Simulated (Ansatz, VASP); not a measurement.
## One calculation of TiB2, two programs

```
Ti B
1.0
     3.03197    0.00000    0.00000
    -1.51598    2.62576    0.00000
     0.00000    0.00000    3.22390
Ti B
1 2
Cartesian
  0.0000 0.0000 0.0000
  0.0000 1.7505 1.6120
  1.5160 0.8753 1.6120
```

Alike in both runs: functional PBE; k mesh 15 × 15 × 12; occupations gaussian, width 0.1 eV; no spin polarisation.

Ansatz relaxed the structure, and its values are those at the end. VASP's run is a single point on that final structure, the one shown.

```csv
,VASP,Ansatz
version,VASP 6.6.1,Ansatz 0.2.0
potentials or method,"VASP PAW PBE potentials, release 64 (Ti_sv, B), cutoff 520 eV","scalar-relativistic, plane waves, PAW"
valence electrons in the cell,18,18
```

VASP gave:

* gap on the k mesh at the Fermi level (eV): none
* pressure (GPa): 0.2

Which values does Ansatz return?

gap on the k mesh at the Fermi level (eV): none; pressure (GPa): 0.0.

A gap of «none» marks a metal or a gap that the smearing closes.
